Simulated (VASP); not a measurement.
**HgSe: relaxation of cell and atoms with PBE+D3(BJ)**

The system is HgSe.

```
Hg Se
1.0
     0.00000    3.04250    3.04250
     3.04250    0.00000    3.04250
     3.04250    3.04250    0.00000
Hg Se
1 1
Direct
  0.00000 0.00000 0.00000
  0.25000 0.25000 0.25000
```

```yaml
Program: VASP 6.6.1
Task: relaxation of cell and atoms
Functional: PBE
Dispersion: D3(BJ)
Potentials_or_basis: VASP PAW PBE potentials, release 64 (Hg, Se)
Cutoff: 500 eV
k_mesh: 10 × 10 × 10
Occupations: gaussian, width 0.03 eV
Spin: no spin polarisation
Target_pressure: 5 GPa
Dipole_correction: no
Further_INCAR_settings: ALGO = Normal; EDIFF = 1e-07; IBRION = 2; EDIFFG = -0.005; NSW = 80; ISIF = 3
```

- Relaxed volume: 27.18 Å³/atom
- Relaxed cell: a = 4.252 Å, b = 4.252 Å, c = 4.252 Å, α = 60.00°, β = 60.00°, γ = 60.00°
- Space group after relaxing (to 0.05 Å): F-43m (No. 216)
- Energy change on relaxing (the enthalpy is what falls): +23.2 meV/atom
- Ionic steps: 3
- Pressure after relaxing: 5.0 GPa
- Band gap on the k mesh: zero (filled and empty bands touch)
- Dispersion energy per atom: -0.349 eV

Step by step:
| step | energy change (eV) | largest force (eV/Å) | pressure (GPa) | volume (Å³) |
| --- | --- | --- | --- | --- |
| 1 | 0.0000 | 0.0000 | 2.61 | 56.33 |
| 2 | 0.0975 | 0.0000 | 6.96 | 52.98 |
| 3 | 0.0464 | 0.0000 | 5.00 | 54.35 |

Final structure:
```
Hg Se
1.0
     0.00000    3.00652    3.00652
     3.00652    0.00000    3.00652
     3.00652    3.00652    0.00000
Hg Se
1 1
Direct
  0.00000 0.00000 0.00000
  0.25000 0.25000 0.25000
```

Levels at points of the mesh, in eV from the Fermi level:
```
           k point  band 5  band 6  band 7  band 8  band 9  band 10  band 11  band 12  band 13
(0.00, 0.00, 0.00)   -6.59   -6.59   -0.90   -0.01   -0.01    -0.01     5.43     5.43     5.43
(0.50, 0.00, 0.00)   -6.54   -6.24   -5.78   -1.05   -1.05     1.11     6.22     6.22     7.08
(0.50, 0.50, 0.00)   -6.47   -6.20   -5.28   -2.47   -2.47     2.80     2.91     8.57    10.01
```

Wall time 40 s on 1 thread of Intel(R) Xeon(R) 6975P-C (Granite Rapids) (shared host), peak memory 0.22 GiB.

Caveat: the cell is relaxed towards a set pressure, so the enthalpy falls and the energy may rise; spin-orbit coupling is left out, which moves the levels of the heavy elements; pairwise dispersion overbinds metals, which lowers pressure and volume.
